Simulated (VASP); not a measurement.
# TiB2 (P6/mmm) in VASP: single point with PBE

Aim: the single point of TiB2 with PBE.

Program: VASP 6.6.1. These are calculated values, not measurements. Logs are shortened: lines on timing, memory, paths and dates and some standing lists are left out, and cuts for length are marked.

### Step 1. The cell of the first run

Symmetry: P6/mmm, No. 191, hexagonal system. The conventional cell has a = 3.026 Å, b = 3.026 Å, c = 3.229 Å, α = 90.00°, β = 90.00°, γ = 120.00°. Ti (site symmetry 6/mmm) has 12 B at 2.38 Å and 6 Ti at 3.03 Å within 3.1 Å. Within 2.3 Å of B (site symmetry -6m2) lie 3 B at 1.75 Å.

### Step 2. Single point, PBE

Input file INCAR:

```
SYSTEM = TiB2
ALGO = Normal ; EDIFF = 1E-6
ENCUT = 500 ; GGA = PE
GGA_COMPAT = .FALSE. ; ISIF = 2
ISMEAR = 0 ; LASPH = .TRUE.
LCHARG = .FALSE. ; LREAL = .FALSE.
LWAVE = .FALSE. ; NBANDS = 16
NELM = 120 ; PREC = Accurate
SIGMA = 0.1
```

Input file KPOINTS:

```
k-points
0
G
  6 6 6
  0 0 0
```

Input file POSCAR:

```
TiB2
1.0
    3.0259270000      0.0000000000      0.0000000000
   -1.5129640000      2.6205300000      0.0000000000
    0.0000000000      0.0000000000      3.2287680000
Ti B
1 2
Direct
    0.0000000000      0.0000000000      0.0000000000
    0.3333330000      0.6666670000      0.5000000000
    0.6666670000      0.3333330000      0.5000000000
```

Potentials or basis: VASP PAW PBE potentials, release 64 (Ti_sv, B).

On the command line:

```bash
$ cat potpaw_PBE.64/Ti_sv/POTCAR potpaw_PBE.64/B/POTCAR > POTCAR
$ mpirun -np 1 vasp_std > vasp.out
```

OUTCAR:

```text
SYSTEM = TiB2
   EDIFF = 1E-6
   ENCUT = 500
   GGA = PE
   ISIF = 2
   ISMEAR = 0
   LASPH = .TRUE.
   LREAL = .FALSE.
   NELM = 120
   PREC = Accurate

 ion  position               nearest neighbor table
   1  0.000  0.000  0.000-   2 2.38   3 2.38   2 2.38   3 2.38   3 2.38   3 2.38   2 2.38   2 2.38
                             3 2.38   3 2.38   2 2.38   2 2.38
   2  0.333  0.667  0.500-   3 1.75   3 1.75   3 1.75   1 2.38   1 2.38   1 2.38   1 2.38   1 2.38
                             1 2.38
   3  0.667  0.333  0.500-   2 1.75   2 1.75   2 1.75   1 2.38   1 2.38   1 2.38   1 2.38   1 2.38
                             1 2.38

  LATTYP: Found a hexagonal cell.
 ALAT       =     3.0259270000
 C/A-ratio  =     1.0670343336

  Lattice vectors:

 A1 = (   3.0259270000,   0.0000000000,   0.0000000000)
 A2 = (  -1.5129640000,   2.6205300000,   0.0000000000)
 A3 = (   0.0000000000,   0.0000000000,   3.2287680000)

Analysis of symmetry for initial positions (statically):
=====================================================================
 Subroutine PRICEL returns:
 Original cell was already a primitive cell.

 Routine SETGRP: Setting up the symmetry group for a
 hexagonal supercell.

 Subroutine GETGRP returns: Found 24 space group operations
 (whereof 24 operations were pure point group operations)
 out of a pool of 24 trial point group operations.

The static configuration has the point symmetry D_6h.

Analysis of symmetry for dynamics (positions and initial velocities):
=====================================================================
 Subroutine PRICEL returns:
 Original cell was already a primitive cell.

 Routine SETGRP: Setting up the symmetry group for a
 hexagonal supercell.

 Subroutine GETGRP returns: Found 24 space group operations
 (whereof 24 operations were pure point group operations)
 out of a pool of 24 trial point group operations.

The dynamic configuration has the point symmetry D_6h.

 Subroutine INISYM returns: Found 24 space group operations
 (whereof 24 operations are pure point group operations),
 and found     1 'primitive' translations

----------------------------------------------------------------------------------------

                                     Primitive cell

  volume of cell :      25.6026

  direct lattice vectors                    reciprocal lattice vectors
     3.025927000  0.000000000  0.000000000     0.330477239  0.190801161  0.000000000
    -1.512964000  2.620530000  0.000000000     0.000000000  0.381602195  0.000000000
     0.000000000  0.000000000  3.228768000     0.000000000  0.000000000  0.309715656

  length of vectors
     3.025927000  3.025927551  3.228768000     0.381602265  0.381602195  0.309715656

  position of ions in fractional coordinates (direct lattice)
     0.000000000  0.000000000  0.000000000
     0.333333000  0.666667000  0.500000000
     0.666667000  0.333333000  0.500000000

  ion indices of the primitive-cell ions
   primitive index   ion index
                 1           1
                 2           2
                 3           3

----------------------------------------------------------------------------------------

 KPOINTS: k-points

Automatic generation of k-mesh.
 Grid dimensions read from file:
 generate k-points for:    6    6    6

 Generating k-lattice:

  Cartesian coordinates                     Fractional coordinates (reciprocal lattice)
     0.055079540  0.031800193  0.000000000     0.166666667  0.000000000  0.000000000
     0.000000000  0.063600366  0.000000000     0.000000000  0.166666667  0.000000000
     0.000000000  0.000000000  0.051619276     0.000000000  0.000000000  0.166666667

  Length of vectors
     0.063600377  0.063600366  0.051619276

  Shift w.r.t. Gamma in fractional coordinates (k-lattice)
     0.000000000  0.000000000  0.000000000

 Subroutine IBZKPT returns following result:
 ===========================================

 Found     28 irreducible k-points:

 Following reciprocal coordinates:
            Coordinates               Weight
  0.000000  0.000000  0.000000      1.000000
  0.166667 -0.000000  0.000000      6.000000
  0.333333  0.000000  0.000000      6.000000
  0.500000 -0.000000  0.000000      3.000000
  0.166667  0.166667  0.000000      6.000000
  0.333333  0.166667  0.000000     12.000000
[... 16 lines left out ...]
  0.166667 -0.000000  0.500000      6.000000
  0.333333  0.000000  0.500000      6.000000
 [... further k-points ...]
   k-points           NKPTS =     28   k-points in BZ     NKDIM =     28   number of bands    NBANDS=     16
   number of dos      NEDOS =    301   number of ions     NIONS =      3
   total plane-waves  NPLWV =  13824
   dimension x,y,z NGX =    24 NGY =   24 NGZ =   24
   dimension x,y,z NGXF=    48 NGYF=   48 NGZF=   48
   ions per type =               1   2
   NGX,Y,Z   is equivalent  to a cutoff of  13.19, 13.19, 12.36 a.u.
   NGXF,Y,Z  is equivalent  to a cutoff of  26.37, 26.37, 24.71 a.u.
 SYSTEM =  TiB2
   PREC   = accura    normal or accurate (medium, high low for compatibility)
   ISTART =      0    job   : 0-new  1-cont  2-samecut
   ICHARG =      2    charge: 1-file 2-atom 10-const
   ISPIN  =      1    spin polarized calculation?
   LNONCOLLINEAR =      F non collinear calculations
   LSORBIT =      F    spin-orbit coupling
   LASPH  =      T    aspherical Exc in radial PAW
   ENCUT  =  500.0 eV  36.75 Ry    6.06 a.u.   5.52  5.52  5.89*2*pi/ulx,y,z
   NELM   =    120;   NELMIN=  2; NELMDL= -5     # of ELM steps
   EDIFF  = 0.1E-05   stopping-criterion for ELM
   LREAL  =      F    real-space projection
   EDIFFG = 0.1E-04   stopping-criterion for IOM
   NSW    =      0    number of steps for IOM
   IBRION =     -1    ionic relax: 0-MD 1-quasi-New 2-CG
   NFREE  =      0    steps in history (QN), initial steepest desc. (CG)
   ISIF   =      2    stress and relaxation
   ISYM   =      2    0-nonsym 1-usesym 2-fastsym
   POTIM  = 0.5000    time-step for ionic-motion
   TEBEG  =    0.0;   TEEND  =   0.0 temperature during run
   PSTRESS=    0.0 pullay stress
   NELECT =      18.0000    total number of electrons
   NUPDOWN=      -1.0000    fix difference up-down
   EMIN   =  10.00;   EMAX   =-10.00  energy-range for DOS
   EFERMI =   0.00;   METHOD = LEGACY
   ISMEAR =     0;   SIGMA  =   0.10  broadening in eV -4-tet -1-fermi 0-gaus
   EFERMI_NEDOS =   21; number of points for ismear=-14 and -15
   IALGO  =     38    algorithm
   IMIX   =      4    mixing-type and parameters
     AMIX     =   0.40;   BMIX     =  1.00
     AMIX_MAG =   1.60;   BMIX_MAG =  1.00
  volume/ion in A,a.u.               =       8.53        57.59
  Fermi-wavevector in a.u.,A,eV,Ry     =   1.455697  2.750868 28.831460  2.119053
  Thomas-Fermi vector in A             =   2.572701
   LORBIT       =      0    0 simple, 1 ext, 2 COOP (PROOUT), +10 PAW based schemes
   GGA     = PE    functional components
   LHFCALC =     F    Hartree Fock is set to
   AEXX    =    0.0000 exact exchange contribution
   IVDW    =     0    specifies the selected vdW correction
   LEPSILON=     F    determine dielectric tensor
   LRPA    =     F    only Hartree local field effects (RPA)
 non-spin polarized calculation
 Gauss-broadening in eV      SIGMA  =   0.10
  energy-cutoff  :      500.00
  volume of cell :       25.60
 maximum number of plane-waves:       667
 NGX is ok and might be reduce to    24
   NGX = 11   NGY = 11   NGZ = 11

 number of electron      18.0000002 magnetization

 Free energy of the ion-electron system (eV)
  ---------------------------------------------------
  ext. energy  EPLUGINS =         0.00000000
  ---------------------------------------------------
  free energy    TOTEN  =       -24.38573834 eV

  energy without entropy =      -24.38050860  energy(sigma->0) =      -24.38312347

 E-fermi :   9.7824     XC(G=0): -12.7786

 val. band max:        9.7066857938   @ k =   0.1667   0.1667   0.1667
 cond. band min:       9.8074536069   @ k =   0.1667   0.1667   0.1667
 fundamental gap:      0.1007678130
 Fermi energy:         9.7824445126

 k-point     1 :       0.0000    0.0000    0.0000
  band No.  band energies     occupation
      1     -46.9352      2.00000
      2     -23.3062      2.00000
      3     -22.9607      2.00000
      4     -22.9607      2.00000
      5      -3.5007      2.00000
      6       7.4267      2.00000
[... 8 lines left out ...]
     15      15.8053      0.00000
     16      16.9820      0.00000

 k-point     2 :       0.1667   -0.0000    0.0000
  band No.  band energies     occupation
      1     -46.9215      2.00000
      2     -23.2888      2.00000
      3     -23.0650      2.00000
      4     -22.9844      2.00000
      5      -2.9726      2.00000
      6       6.0506      2.00000
[... 8 lines left out ...]
     15      18.2392      0.00000
     16      18.2678      0.00000

 k-point     3 :       0.3333    0.0000    0.0000
  band No.  band energies     occupation
      1     -46.8940      2.00000
      2     -23.2690      2.00000
      3     -23.2539      2.00000
      4     -23.0315      2.00000
      5      -1.4937      2.00000
      6       3.3772      2.00000
[... 8 lines left out ...]
     15      17.3938      0.00000
     16      18.9561      0.00000

 k-point     4 :       0.5000   -0.0000    0.0000
  band No.  band energies     occupation
      1     -46.8801      2.00000
      2     -23.3687      2.00000
      3     -23.2364      2.00000
      4     -23.0549      2.00000
      5       0.6417      2.00000
      6       0.7805      2.00000
[... 8 lines left out ...]
     15      17.4803      0.00000
     16      18.2356      0.00000

 k-point     5 :       0.1667    0.1667    0.0000
  band No.  band energies     occupation
      1     -46.9009      2.00000
      2     -23.2627      2.00000
      3     -23.1989      2.00000
      4     -23.0399      2.00000
      5      -1.9683      2.00000
      6       4.5500      2.00000
[... 8 lines left out ...]
     15      18.2259      0.00000
     16      19.0623      0.00000

 k-point     6 :       0.3333    0.1667    0.0000
  band No.  band energies     occupation
      1     -46.8801      2.00000
      2     -23.3165      2.00000
      3     -23.2365      2.00000
      4     -23.1091      2.00000
      5      -0.1264      2.00000
      6       2.2677      2.00000
[... 8 lines left out ...]
     15      18.4153      0.00000
     16      19.5353      0.00000

 k-point     7 :       0.3333    0.3333    0.0000
  band No.  band energies     occupation
      1     -46.8732      2.00000
      2     -23.2445      2.00000
      3     -23.2445      2.00000
      4     -23.2277      2.00000
      5       1.7004      2.00000
      6       1.7005      2.00000
[... 8 lines left out ...]
     15      20.2014      0.00000
     16      20.2014      0.00000

 k-point     8 :       0.0000    0.0000    0.1667
  band No.  band energies     occupation
      1     -46.9316      2.00000
      2     -23.3567      2.00000
      3     -22.9567      2.00000
      4     -22.9567      2.00000
      5      -3.1417      2.00000
      6       5.5889      2.00000
[... 8 lines left out ...]
     15      17.0216      0.00000
     16      17.0216      0.00000

 k-point     9 :       0.1667   -0.0000    0.1667
  band No.  band energies     occupation
      1     -46.9179      2.00000
      2     -23.3377      2.00000
      3     -23.0599      2.00000
      4     -22.9800      2.00000
      5      -2.6479      2.00000
      6       5.7894      2.00000
[... 8 lines left out ...]
     15      17.7166      0.00000
     16      18.5938      0.00000
[... 172 lines left out ...]
 k-point    19 :       0.1667    0.1667    0.3333
  band No.  band energies     occupation
      1     -46.8903      2.00000
      2     -23.4009      2.00000
      3     -23.1794      2.00000
      4     -23.0246      2.00000
      5      -1.1305      2.00000
      6       4.7903      2.00000
[... 8 lines left out ...]
     15      18.4372      0.00000
     16      19.6218      0.00000

 k-point    20 :       0.3333    0.1667    0.3333
  band No.  band energies     occupation
      1     -46.8697      2.00000
      2     -23.3674      2.00000
      3     -23.2935      2.00000
      4     -23.0913      2.00000
      5       0.1765      2.00000
      6       2.5699      2.00000
[... 8 lines left out ...]
     15      18.5633      0.00000
     16      19.8454      0.00000

 k-point    21 :       0.3333    0.3333    0.3333
  band No.  band energies     occupation
      1     -46.8629      2.00000
      2     -23.3562      2.00000
      3     -23.2232      2.00000
      4     -23.2232      2.00000
      5       1.5129      2.00000
      6       1.5129      2.00000
[... 8 lines left out ...]
     15      17.9411      0.00000
     16      21.2490      0.00000

 k-point    22 :       0.0000    0.0000    0.5000
  band No.  band energies     occupation
      1     -46.9206      2.00000
      2     -23.5052      2.00000
      3     -22.9446      2.00000
      4     -22.9446      2.00000
      5      -1.5847      2.00000
      6       2.4037      2.00000
[... 8 lines left out ...]
     15      19.8442      0.00000
     16      20.2813      0.00000

 k-point    23 :       0.1667   -0.0000    0.5000
  band No.  band energies     occupation
      1     -46.9071      2.00000
      2     -23.4816      2.00000
      3     -23.0446      2.00000
      4     -22.9669      2.00000
      5      -1.3223      2.00000
      6       3.0777      2.00000
[... 8 lines left out ...]
     15      18.8862      0.00000
     16      20.8863      0.00000

 k-point    24 :       0.3333    0.0000    0.5000
  band No.  band energies     occupation
      1     -46.8799      2.00000
      2     -23.4341      2.00000
      3     -23.2405      2.00000
      4     -23.0110      2.00000
      5      -0.5409      2.00000
      6       3.9901      2.00000
[... 8 lines left out ...]
     15      16.8823      0.00000
     16      22.9591      0.00000

 [... further k-points ...]
[... 5 lines left out ...]
  --------------------------------------------------------------------------------------
  -------------------------------------------------------------------------------------
  Total        0.3760399      0.3760400     -0.1305564     -0.0000001     -0.0000000      0.0000000
  in kB       23.5320655     23.5320718     -8.1700400     -0.0000045     -0.0000000      0.0000000
  external PRESSURE =      12.9646991 kB  Pullay stress =       0.0000000 kB

 VOLUME and BASIS-vectors are now :
 -----------------------------------------------------------------------------
  energy-cutoff  :      500.00
  volume of cell :       25.60
      direct lattice vectors                 reciprocal lattice vectors
     3.025927000  0.000000000  0.000000000     0.330477239  0.190801161  0.000000000
    -1.512964000  2.620530000  0.000000000     0.000000000  0.381602195  0.000000000
     0.000000000  0.000000000  3.228768000     0.000000000  0.000000000  0.309715656

 POSITION                                       TOTAL-FORCE (eV/Angst)
 -----------------------------------------------------------------------------------
      0.00000      0.00000      0.00000        -0.000000     -0.000000      0.000000
     -0.00000      1.74702      1.61438        -0.000000      0.000000      0.000000
      1.51296      0.87351      1.61438         0.000000     -0.000000      0.000000
 -----------------------------------------------------------------------------------
    total drift:                                0.000000      0.000000      0.000000

  FREE ENERGIE OF THE ION-ELECTRON SYSTEM (eV)
  ---------------------------------------------------
  free  energy   TOTEN  =       -24.3857383399 eV

  energy  without entropy=      -24.3805086005  energy(sigma->0) =      -24.38312347
```

It took 18 s on 1 thread of Intel Xeon 8259CL, shared host; peak memory 0.14 GiB.

Results:

| Quantity | Value |
| --- | --- |
| Free energy | -24.3857 eV |
| Pressure | 1.3 GPa |
| Band gap on the k mesh | zero (band 9 reaches 10.21 eV, above the bottom of band 10 at 9.81 eV) |

Stress tensor (GPa, compression positive):
```
 2.35  0.00  0.00
 0.00  2.35  0.00
 0.00  0.00 -0.82
```

Caveat: the k points lie up to 0.40 Å⁻¹ apart.
